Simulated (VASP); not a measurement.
# Cs (Im-3m) in VASP: a series of runs, part 2 of 2

VASP 6.6.1. Earlier steps stand in the parts before.

**4. Relaxation of cell and atoms, PBE, target pressure 20 GPa, at which the enthalpy is minimised**

INCAR reads:

```
SYSTEM = Cs
PREC = Accurate ; ENCUT = 500
EDIFF = 1E-7 ; ISMEAR = -1
SIGMA = 0.1 ; LREAL = .False.
LASPH = .True. ; NELM = 120
ALGO = Normal ; ISIF = 3
LWAVE = .False. ; LCHARG = .False.
GGA = PE ; IBRION = 2
NSW = 80 ; EDIFFG = -0.01
PSTRESS = 200.0 ; GGA_COMPAT = .False.
NELMIN = 4
```

KPOINTS reads:

```
Automatic mesh
0
Gamma
  10 10 10
  0 0 0
```

POSCAR reads:

```
Cs
1.0
   -3.0350000000      3.0350000000      3.0350000000
    3.0350000000     -3.0350000000      3.0350000000
    3.0350000000      3.0350000000     -3.0350000000
Cs
1
Direct
    0.0000000000      0.0000000000      0.0000000000
```

Potentials or basis: VASP PAW PBE potentials, release 64 (Cs_sv).

On the command line:

```bash
cat potpaw_PBE.64/Cs_sv/POTCAR > POTCAR
mpirun -np 1 vasp_std > vasp.out
```

OUTCAR:

```text
SYSTEM = Cs
   PREC = Accurate
   ENCUT = 500
   EDIFF = 1E-7
   ISMEAR = -1
   LREAL = .False.
   LASPH = .True.
   NELM = 120
   ISIF = 3
   GGA = PE
   IBRION = 2
   NSW = 80
   EDIFFG = -0.01
   PSTRESS = 200.0
   NELMIN = 4

 ion  position               nearest neighbor table
   1  0.000  0.000  0.000-

  LATTYP: Found a body centered cubic cell.
 ALAT       =     6.0700000000

  Lattice vectors:

 A1 = (  -3.0350000000,   3.0350000000,   3.0350000000)
 A2 = (   3.0350000000,  -3.0350000000,   3.0350000000)
 A3 = (   3.0350000000,   3.0350000000,  -3.0350000000)

Analysis of symmetry for initial positions (statically):
=====================================================================
[... 180 lines left out ...]
  in kB        0.8622246      0.8622246      0.8622246     -0.0000000     -0.0000000      0.0000000
  external PRESSURE =    -199.1377754 kB  Pullay stress =     200.0000000 kB
[... 1177 lines left out ...]
 k-point    24 :      -0.3000    0.3000    0.1000
  band No.  band energies     occupation
      1     -18.2320      2.00000
      2      -5.9073      2.00000
      3      -4.3261      2.00000
      4      -3.8314      2.00000
      5       6.0077      0.51757
      6       7.6941      0.00000
      7       8.3151      0.00000
      8      10.7080      0.00000

 [... further k-points ...]

[... ionic steps 4 to 9 ...]

--------------------------------------- Ionic step       10  -------------------------------------------

 number of electron       9.0000000 magnetization

------------------------ aborting loop because EDIFF is reached ----------------------------------------
[... 69 lines left out ...]
--------------------------------------- Ionic step       12  -------------------------------------------

 number of electron       9.0000000 magnetization

 Free energy of the ion-electron system (eV)
  ---------------------------------------------------
  ext. energy  EPLUGINS =         0.00000000
  ---------------------------------------------------
  free energy    TOTEN  =         1.03569123 eV

  energy without entropy =        1.06593035  energy(sigma->0) =        1.05081079

 E-fermi :   7.2313     XC(G=0): -10.5329

 val. band max:        7.2214255787   @ k =  -0.4000  -0.4000   0.2000
 cond. band min:       7.3143991227   @ k =  -0.3000   0.3000   0.2000
 fundamental gap:      0.0929735440
 Fermi energy:         7.2312944726
[... 296 lines left out ...]
  energy  without entropy=        1.0659303524  energy(sigma->0) =        1.05081079

  enthalpy is  TOTEN    =         4.6277091574 eV   P V=        3.5920179268

 reached required accuracy - stopping structural energy minimisation
```

OSZICAR:

```text
N       E                     dE             d eps       ncg     rms          rms(c)
DAV:   1     0.538041615740E+02    0.53804E+02   -0.28865E+03   752   0.761E+02
DAV:   2     0.391150229661E+01   -0.49893E+02   -0.48617E+02  1032   0.122E+02
DAV:   3    -0.808768128081E+00   -0.47203E+01   -0.47192E+01   768   0.454E+01
[... 132 lines left out ...]
DAV:   4     0.103569432191E+01    0.15912E-05   -0.25232E-05   824   0.504E-02    0.218E-02
DAV:   5     0.103569072180E+01   -0.36001E-05   -0.75909E-06   784   0.218E-02    0.521E-03
DAV:   6     0.103569099887E+01    0.27707E-06   -0.14248E-07   816   0.318E-03    0.152E-03
DAV:   7     0.103569125354E+01    0.25468E-06   -0.76334E-09   376   0.988E-04    0.961E-05
DAV:   8     0.103569123057E+01   -0.22974E-07   -0.36991E-10   376   0.196E-04
  12 F= 0.46277092E+01 E0= 0.46428287E+01  d E =-.159706E-02
```

It took 3 min on 1 thread of Intel Xeon 6975P-C (Granite Rapids), shared host; peak memory 0.43 GiB.

What came out:

```
Free energy                                                : 1.0357 eV
Relaxed volume                                             : 28.78 Å³/atom
Relaxed cell                                               : a = 3.344 Å, b = 3.344 Å, c = 3.344 Å, α = 109.47°, β = 109.47°, γ = 109.47°
Space group after relaxing (to 0.1 Å)                      : Im-3m (No. 229)
Energy change on relaxing (the run minimises the enthalpy) : +1905.2 meV/atom
Ionic steps                                                : 12
Pressure after relaxing                                    : 20.0 GPa
Band gap on the k mesh                                     : zero (an odd number of electrons rules out a gap without spin polarisation)
```

Step by step:
```tsv
step	energy change (eV)	largest force (eV/Å)	pressure (GPa)	volume (Å³)
1	0.0000	0.0000	0.09	111.82
2	168.9661	0.0000	13609.22	4.00
3	0.0098	0.0000	0.29	103.20
4	0.0279	0.0000	0.52	95.99
5	1.1928	0.0000	9.06	37.52
6	8.7213	0.0000	230.62	15.03
7	1.4012	0.0000	11.36	34.22
8	2.1202	0.0000	25.01	27.24
9	1.8387	0.0000	18.61	29.33
10	1.9600	0.0000	21.22	28.35
11	1.8582	0.0000	19.00	29.16
12	1.9052	0.0000	19.98	28.78
```

Final structure:
```yaml
crystal:
  lattice:
    - [-1.93043, 1.93043, 1.93043]
    - [1.93043, -1.93043, 1.93043]
    - [1.93043, 1.93043, -1.93043]
  atoms:
    - { symbol: Cs, position: [0.00000, 0.00000, 0.00000] }
```

Caveat: the cell is relaxed towards a set pressure, so the run minimises the enthalpy, not the energy; the volume moved by over 15 % at a fixed basis, so the end points are rough; spin-orbit coupling is left out, which moves the levels of the heavy elements.

**5. Overview**

| cell | gap on the mesh (eV) | pressure (GPa) |
| --- | --- | --- |
| relaxed | none | 0.0 |
| relaxed to 10 GPa | none | 10.0 |
| relaxed to 20 GPa | none | 20.0 |

Alike in all rows: task relaxation of cell and atoms; level PBE; potentials or basis VASP PAW PBE potentials, release 64 (Cs_sv); no spin polarisation; k mesh 10 × 10 × 10; cutoff (eV) 500; smearing fermi-dirac 0.1 eV.

Caveats: spin-orbit coupling is left out, which moves the levels of the heavy elements; the cell is relaxed towards a set pressure, so the run minimises the enthalpy, not the energy (at least some runs); the volume moved by over 15 % at a fixed basis, so the end points are rough (at least some runs).

Absolute energies hang on the potentials; compare differences alone.
